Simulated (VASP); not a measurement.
The system is KCl.

```
K Cl
1.0
     0.00000    3.14485    3.14485
     3.32756    0.00000    3.14485
     3.32756    3.14485    0.00000
K Cl
1 1
Direct
  0.00000 0.00000 0.00000
  0.50000 0.50000 0.50000
```

This cell differs from its parent crystal: uniaxial x strain +5.8%.

Base run:

| Quantity | Value |
| --- | --- |
| Program | VASP 6.6.1 |
| Functional | r2SCAN |
| Potentials or basis | VASP PAW PBE potentials, release 64 (K_sv, Cl) |
| Cutoff | 520 eV |
| k mesh | 8 × 8 × 8 |
| Occupations | gaussian, width 0.01 eV |
| Spin | no spin polarisation |

Its results: band gap on the k mesh 5.62 eV, direct; pressure -0.8 GPa.

The run is repeated on the same cell with these changes: functional from r2SCAN to PBE; occupations from gaussian, width 0.01 eV to fermi-dirac, width 0.02 eV. What comes out?

Band gap on the k mesh 4.99 eV, direct; pressure 0.0 GPa.

Caveats: the PAW data sets were made with another functional, which shifts forces and pressure a little (some runs).

A k mesh can miss the band edges.
